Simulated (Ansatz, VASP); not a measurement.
One calculation of Pb, two programs

```
Pb
1.0
     3.03861   -1.75032    0.00000
     3.03861    1.75032    0.00000
    -2.11546    0.00000    6.09522
Pb
2
Direct
  0.09149 0.09149 0.27371
  0.90851 0.90851 0.72629
```

Alike in both runs: task single point; functional PBE; k mesh 11 × 11 × 6; occupations fermi-dirac, width 0.08 eV; no spin polarisation.

|  | VASP | Ansatz |
| --- | --- | --- |
| version | VASP 6.6.1 | Ansatz 0.2.0 |
| potentials or method | VASP PAW PBE potentials, release 64 (Pb_d), cutoff 520 eV | all-electron LAPW, scalar-relativistic |

VASP gave:

| Item | Value |
| --- | --- |
| pressure (GPa) | 0.9 |
| traceless stress, the component that is largest in VASP (GPa) | 0.51 |
| rms of the force components (eV/Å) | 0.029 |

Which values does Ansatz return?

Pressure (GPa): 1.0; traceless stress, the component that is largest in VASP (GPa): 0.51; rms of the force components (eV/Å): 0.030.

Atom by atom the forces differ by 0.000 eV/Å (rms over components). Ansatz ran all-electron here, and VASP with PAW potentials.

Neither program's run includes spin-orbit coupling.
